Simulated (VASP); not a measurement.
Write the native input for VASP 6.6.1 that does the following.

```yaml
Task: single point
Functional: PBE
Potentials_or_basis: VASP PAW PBE potentials, release 64 (W_sv, Cl, F)
Cutoff: 520 eV
k_mesh: 3 × 3 × 3
Occupations: gaussian, width 0.15 eV
Spin: no spin polarisation
Dipole_correction: no
Further_INCAR_settings: ALGO = Normal; EDIFF = 1e-06; NBANDS = 37
```

The structure of WCl4F2 lies in POSCAR:

```
WCl4F2
1.0
    6.3313555578     -0.0307981307     -0.0140942460
    3.1390058153      5.6716500345      0.0109970514
    3.1440256443      1.8991493527      5.7240525288
W Cl F
1 4 2
Direct
    0.0020654480     -0.0031582866     -0.0065870702
    0.3755769208      0.7705377769      0.7915706403
    0.8888145147      0.6501207280      0.2361727318
    0.1023284994      0.3535718588      0.7727256044
    0.7953010295      0.0837121905      0.7485071297
    0.7055759290      0.1791710764      0.1715131625
    0.1583376587      0.9340446560      0.2020978014
```

One way to write it, as run:

INCAR

```
PREC     = Accurate       # precision mode
ENCUT    = 520            # plane-wave cutoff, eV
EDIFF    = 1E-6           # SCF threshold, eV
ISMEAR   = 0              # smearing method
SIGMA    = 0.15           # smearing width, eV
LREAL    = False          # projectors in reciprocal space
LASPH    = True           # aspherical terms in the spheres
NELM     = 100            # most SCF steps
ALGO     = Normal         # electronic algorithm
ISIF     = 2              # what is computed and relaxed
LWAVE    = False          # write WAVECAR
LCHARG   = False          # write CHGCAR
GGA      = PE             # functional
NBANDS   = 37             # bands
```

KPOINTS

```
regular mesh
0
Gamma
  3 3 3
```

Potentials or basis: VASP PAW PBE potentials, release 64 (W_sv, Cl, F).

Launch:

```console
$ cat potpaw_PBE.64/W_sv/POTCAR potpaw_PBE.64/Cl/POTCAR potpaw_PBE.64/F/POTCAR > POTCAR
$ mpirun -np 1 vasp_std > vasp.out
```

It gave:

- Pressure: 0.5 GPa
- Largest force: 0.646 eV/Å
- Band gap on the k mesh: 2.32 eV (least direct gap 2.32 eV)

Caveat: spin-orbit coupling is left out, which moves the levels of the heavy elements.

Wall time 4 min on 1 thread of Intel Xeon 8259CL, on a shared host, peak memory 0.36 GiB.
